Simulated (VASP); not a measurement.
GdO:

```
CELL_PARAMETERS angstrom
0.00000 2.70000 2.70000
2.70000 0.00000 2.70000
2.70000 2.70000 0.00000
ATOMIC_POSITIONS crystal
Gd 0.00000 0.00000 0.00000
O 0.75000 0.75000 0.75000
```

```yaml
Program: VASP 6.6.1
Task: relaxation of cell and atoms
Functional: LDA
Potentials_or_basis: VASP PAW PBE potentials, release 64 (Gd, O)
Cutoff: 600 eV
k_mesh: 9 × 9 × 9
Occupations: fermi-dirac, width 0.05 eV
Spin: collinear spin, ferromagnetic start
Starting_moments: "[7.0, 0.0] μB"
```

At the start: pressure -7.4 GPa; volume 19.68 Å³/atom.

How do energy, volume and symmetry change on relaxing?

Over 3 steps the energy falls by 37.7 meV/atom and the volume is 18.18 Å³/atom (-7.6 %); space group F-43m (No. 216, to 0.1 Å) before and after; moment 6.86 μB per cell.

Step by step:
```tsv
step	energy change (eV)	largest force (eV/Å)	pressure (GPa)	volume (Å³)
1	0.0000	0.0000	-7.38	39.37
2	-0.0363	0.0000	6.78	34.42
3	-0.0753	0.0000	0.01	36.36
```

Final structure:
```cif
data_structure
_symmetry_space_group_name_H-M 'P 1'
_symmetry_Int_Tables_number 1
_cell_length_a 3.7185
_cell_length_b 3.7185
_cell_length_c 3.7185
_cell_angle_alpha 60.000
_cell_angle_beta 60.000
_cell_angle_gamma 60.000
_cell_volume 36.36
loop_
_atom_site_label
_atom_site_type_symbol
_atom_site_fract_x
_atom_site_fract_y
_atom_site_fract_z
_atom_site_occupancy
Gd1 Gd 0.00000 0.00000 0.00000 1
O1 O 0.75000 0.75000 0.75000 1
```

Caveat: the PAW data sets were made with another functional, which shifts forces and pressure a little; a cell with one magnetic atom can't hold antiferromagnetic order, which such compounds often take; semilocal functionals describe open f shells poorly, which spoils levels, moments and volumes.
